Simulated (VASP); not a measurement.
A run of VASP 6.6.1:

Contents of POSCAR:

```
WC
1.0
    0.0000000000      2.1630495024      2.1630495024
    2.1630495024      0.0000000000      2.1630495024
    2.1630495024      2.1630495024      0.0000000000
W C
1 1
Direct
    0.0000000000      0.0000000000      0.0000000000
    0.5000000000      0.5000000000      0.5000000000
```

The input INCAR.step1:

```
SYSTEM = WC
ALGO = Normal
EDIFF = 1E-4
ENCUT = 520
GGA = PE
ISMEAR = 1
LASPH = .TRUE.
LCHARG = .FALSE.
LREAL = .FALSE.
LWAVE = .TRUE.
NBANDS = 16
NELM = 80
PREC = Accurate
SIGMA = 0.1
```

INCAR.step2

```
SYSTEM = WC
ALGO = Normal
EDIFF = 1E-6
ENCUT = 520
ISIF = 2
ISMEAR = 1
ISTART = 1
LASPH = .TRUE.
LCHARG = .FALSE.
LMIXTAU = .TRUE.
LREAL = .FALSE.
LWAVE = .FALSE.
METAGGA = R2SCAN
NBANDS = 16
NELM = 80
PREC = Accurate
SIGMA = 0.1
```

The input KPOINTS:

```
k-points
0
G
  11 11 11
  0 0 0
```

Potentials or basis: VASP PAW PBE potentials, release 64 (W_sv, C).

Command:

```console
$ cat potpaw_PBE.64/W_sv/POTCAR potpaw_PBE.64/C/POTCAR > POTCAR
$ cp INCAR.step1 INCAR
$ mpirun -np 1 vasp_std > vasp.out
$ cp INCAR.step2 INCAR
$ mpirun -np 1 vasp_std > vasp.out
```

Hardware: 1 thread of Intel Xeon 6975P-C, with other jobs on the host.

Question: How long does it take, and how much memory?

Answer: It took 30 s on 1 thread of Intel Xeon 6975P-C, on a shared host, peak memory 0.15 GiB. Counts: k points 56.
